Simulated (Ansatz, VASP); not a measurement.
**Two plane-wave programs on Bi**

```
CELL_PARAMETERS angstrom
2.33118 1.34591 4.21875
-2.33118 1.34591 4.21875
0.00000 -2.69182 4.21875
ATOMIC_POSITIONS crystal
Bi 0.23184 0.23184 0.23184
Bi 0.76816 0.76816 0.76816
```

Alike in both runs: task single point; functional revPBE; k mesh 14 × 14 × 14; occupations fermi-dirac, width 0.1 eV; no spin polarisation.

```csv
,VASP,Ansatz
version,VASP 6.6.1,Ansatz 0.2.0
potentials or method,"VASP PAW PBE potentials, release 64 (Bi_d), cutoff 520 eV","plane waves (420 eV) with PAW, scalar-relativistic"
valence electrons in the cell,30,30
```

Ansatz gave:

```
pressure (GPa)                                                : -1.3
traceless stress, the component that is largest in VASP (GPa) : 0.25
```

Question: What did VASP give for the same quantities?

Answer: Pressure (GPa): -1.4; traceless stress, the component that is largest in VASP (GPa): 0.25.

VASP's potentials were made for PBE, not for revPBE.

Spin-orbit coupling is off throughout.
